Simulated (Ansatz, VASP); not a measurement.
# CuH2 in VASP and in Ansatz

```xyz
3
Lattice="3.0103 0.0000 0.0000 -1.5051 2.6070 0.0000 0.0000 0.0000 2.4202" Properties=species:S:1:pos:R:3 pbc="T T T"
Cu    0.0000    0.0000    0.0000
H     0.0000    1.7380    1.2101
H     1.5051    0.8690    1.2101
```

Alike in both runs: functional PBE; k mesh 18 × 18 × 18; occupations gaussian, width 0.1 eV; no spin polarisation.

Ansatz relaxed the structure, and its values are those at the end. VASP's run is a single point on that final structure, the one shown.

|  | VASP | Ansatz |
| --- | --- | --- |
| version | VASP 6.6.1 | Ansatz 0.2.0 |
| potentials or method | VASP PAW PBE potentials, release 64 (Cu_sv_GW, H), cutoff 820 eV | scalar-relativistic, plane waves, PAW |
| valence electrons in the cell | 21 | 21 |

|  | VASP | Ansatz | Ansatz less VASP |
| --- | --- | --- | --- |
| gap on the k mesh at the Fermi level (eV) | none | none | - |
| pressure (GPa) | -1.0 | 0.0 | +0.98 |

A gap of «none» marks a metal or a gap that the smearing closes. The functional is the same, so the differences come from potentials, cutoffs and numerics.
